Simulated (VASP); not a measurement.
Here is a VASP 6.6.1 calculation.

The input INCAR:

```
SYSTEM = ZnS
PREC = Accurate
ENCUT = 520
EDIFF = 1E-6
ISMEAR = 0
SIGMA = 0.05
LREAL = .FALSE.
LASPH = .TRUE.
NELM = 80
ALGO = Normal
ISIF = 2
LWAVE = .FALSE.
LCHARG = .TRUE.
LDIPOL = .TRUE.
IDIPOL = 3
DIPOL = 0.5 0.5 0.493
GGA = PS
LELF = .TRUE.
LVHAR = .TRUE.
LVACPOTAV = .TRUE.
NBANDS = 36
```

KPOINTS

```
Automatic mesh
0
G
  9 9 1
  0 0 0
```

The input POSCAR:

```
ZnS
1.0
    3.7876303073      0.0000000000      0.0000000000
   -1.8938151536      3.2801840662      0.0000000000
    0.0000000000      0.0000000000     23.9583211904
S Zn
3 3
Direct
    0.0000000000      0.0000000000      0.3547827885
    0.3333333333      0.6666666667      0.4838647543
    0.6666666667      0.3333333333      0.6202763665
    0.3333333333      0.6666666667      0.3870532800
    0.6666666667      0.3333333333      0.5090640922
    0.0000000000      0.0000000000      0.6019655265
```

Potentials or basis: VASP PAW PBE potentials, release 64 (S, Zn).

Launch:

```console
$ cat potpaw_PBE.64/S/POTCAR potpaw_PBE.64/Zn/POTCAR > POTCAR
$ mpirun -np 1 vasp_std > vasp.out
```

Question: Estimate the band gap on the k mesh.

Answer: Zero (band 27 reaches -1.45 eV, above the bottom of band 28 at -1.57 eV).

Question: What does it give for the largest force?

Answer: 1.525 eV/Å.

Forces in eV/Å, atoms in the order of the input:
```
S    0.000  0.000  0.731
S    0.000  0.000  0.767
S    0.000  0.000  0.030
Zn   0.000  0.000 -1.525
Zn   0.000  0.000  0.012
Zn   0.000  0.000 -0.014
```

Caveat: the PAW data sets were made with another functional, which shifts forces and pressure a little.
